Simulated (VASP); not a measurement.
The system is MgS.

```
CELL_PARAMETERS angstrom
0.00000 2.83088 2.83088
2.83088 0.00000 2.83088
2.83088 2.83088 0.00000
ATOMIC_POSITIONS crystal
Mg 0.00000 0.00000 0.00000
S 0.25000 0.25000 0.25000
```

Program: VASP 6.6.1. Alike in all runs: task single point; no spin polarisation; cell as given; cutoff (eV) 520; smearing gaussian 0.01 eV. Hardware: 1 thread of AMD EPYC 7R13, with other jobs on the host.

**Question.** Order these runs on this cell by their wall time, lowest first.
A. level PBE; potentials or basis VASP PAW PBE potentials, release 64 (Mg, S); k mesh 6 × 6 × 6
B. level HSE06; potentials or basis VASP PAW PBE potentials, release 64 (Mg, S); k mesh 4 × 4 × 4; grid for exact exchange (PRECFOCK) Normal; screening parameter 0.2079 1/Å
C. level LDA; potentials or basis VASP PAW LDA potentials, release 64 (Mg, S); k mesh 4 × 4 × 4
D. level r2SCAN; potentials or basis VASP PAW PBE potentials, release 64 (Mg, S); k mesh 4 × 4 × 4

**Answer.** C (11 s), A (24 s), D (67 s), B (310 s).

Caveats: some runs use coarse meshes.
